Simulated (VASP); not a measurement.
Write the native input for VASP 6.6.1 that does the following.

| Property | Result |
| --- | --- |
| Task | single point |
| Functional | PBE |
| Potentials or basis | VASP PAW PBE potentials, release 64 (Al, O) |
| Cutoff | 520 eV |
| k mesh | 6 × 6 × 6 |
| Occupations | gaussian, width 0.05 eV |
| Spin | no spin polarisation |
| Dipole correction | no |
| Further INCAR settings | ALGO = Normal; EDIFF = 1e-07; NBANDS = 35 |

The structure of Al2O3 lies in POSCAR:

```
Al2O3
1.0
    2.5245721467      1.4575624084      4.2651207610
   -2.5245721467      1.4575624084      4.2651207610
    0.0000000000     -2.9151248170      4.2651207609
Al O
4 6
Direct
    0.8521479318      0.8521479318      0.8521479318
    0.6478520682      0.6478520682      0.6478520682
    0.1478520682      0.1478520682      0.1478520682
    0.3521479318      0.3521479318      0.3521479318
    0.0561765927      0.4438234073      0.7500000000
    0.7500000000      0.0561765927      0.4438234073
    0.4438234073      0.7500000000      0.0561765927
    0.9438234073      0.5561765927      0.2500000000
    0.2500000000      0.9438234073      0.5561765927
    0.5561765927      0.2500000000      0.9438234073
```

This cell differs from its parent crystal: strain +0.050 along x and y, -0.025 along z.

The input as run:

INCAR

```
SYSTEM = Al2O3
PREC = Accurate
ENCUT = 520
EDIFF = 1E-7
ISMEAR = 0
SIGMA = 0.05
LREAL = .FALSE.
LASPH = .TRUE.
NELM = 100
ALGO = Normal
ISIF = 2
LWAVE = .FALSE.
LCHARG = .FALSE.
GGA = PE
NBANDS = 35
```

KPOINTS

```
Automatic mesh
0
G
  6 6 6
  0 0 0
```

Potentials or basis: VASP PAW PBE potentials, release 64 (Al, O).

The run is started by

```bash
$ cat potpaw_PBE.64/Al/POTCAR potpaw_PBE.64/O/POTCAR > POTCAR
$ mpirun -np 1 vasp_std > vasp.out
```

It gave:

```
Pressure               : -14.9 GPa
Largest force          : 0.465 eV/Å
Band gap on the k mesh : 4.41 eV
```

Caveat: the cell differs from its parent crystal (strain +0.050 along x and y, -0.025 along z); the cell stands under tension.

It took 70 s on 1 thread of Intel(R) Xeon(R) 6975P-C (Granite Rapids), on a shared host, peak memory 0.26 GiB.
